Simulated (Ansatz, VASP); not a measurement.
**Se in VASP and in Ansatz**

INCAR

```
SYSTEM = Se
  ALGO = Normal
  EDIFF = 1E-6
  ENCUT = 520
  GGA = PE
  ISIF = 2
  ISMEAR = 0
  IVDW = 12
  LASPH = .TRUE.
  LCHARG = .FALSE.
  LREAL = .FALSE.
  LWAVE = .FALSE.
  NBANDS = 9
  NELM = 100
  PREC = Accurate
  SIGMA = 0.15
```

File KPOINTS:

```
k-points
0
G
  20 20 20
  0 0 0
```

POSCAR

```
Se
1.0
   -1.7034486149      1.4479313227      1.7034486149
    1.7034486149     -1.4479313227      1.7034486149
    1.7034486149      1.4479313227     -1.7034486149
Se
1
Direct
    0.0000000000      0.0000000000      0.0000000000
```

Input for Ansatz:

```yaml
crystal:
  lattice:
    - [-1.7034486149, 1.4479313227, 1.7034486149]
    - [1.7034486149, -1.4479313227, 1.7034486149]
    - [1.7034486149, 1.4479313227, -1.7034486149]
  atoms:
    - { symbol: Se, position: [0.0, 0.0, 0.0] }
basis:
  ecutwfc: 420
kpoints:
  mp_grid: { grid: [20, 20, 20] }
hamiltonian:
  xc: pbe
  dispersion: d3bj
scf:
  occupations: { method: gaussian, width: 0.15 }
output:
  forces: true
  stress: true
  eigenvalues: true
```

Change from the starting cell: strain -0.1500 x Voigt [0, 1, 0, 0, 0, 0], atoms carried along.

Alike in both runs: task single point; functional PBE; dispersion D3(BJ); k mesh 20 × 20 × 20; occupations gaussian, width 0.15 eV; no spin polarisation.

|  | VASP | Ansatz |
| --- | --- | --- |
| version | VASP 6.6.1 | Ansatz 0.2.0 |
| potentials or method | VASP PAW PBE potentials, release 64 (Se), cutoff 520 eV | scalar-relativistic, plane waves, PAW |
| valence electrons in the cell | 6 | 16 |

Ansatz gave:

```
gap on the k mesh at the Fermi level (eV)                     : none
pressure (GPa)                                                : 17.4
traceless stress, the component that is largest in VASP (GPa) : 8.08
```

Problem. What did VASP give for the same quantities?

Solution. gap on the k mesh at the Fermi level (eV): none; pressure (GPa): 17.5; traceless stress, the component that is largest in VASP (GPa): 8.08.

A gap of «none» marks a metal or a gap that the smearing closes. VASP's potentials hold 6 valence electrons a cell and Ansatz's 16, so a difference there can come from the potentials and not from the codes.
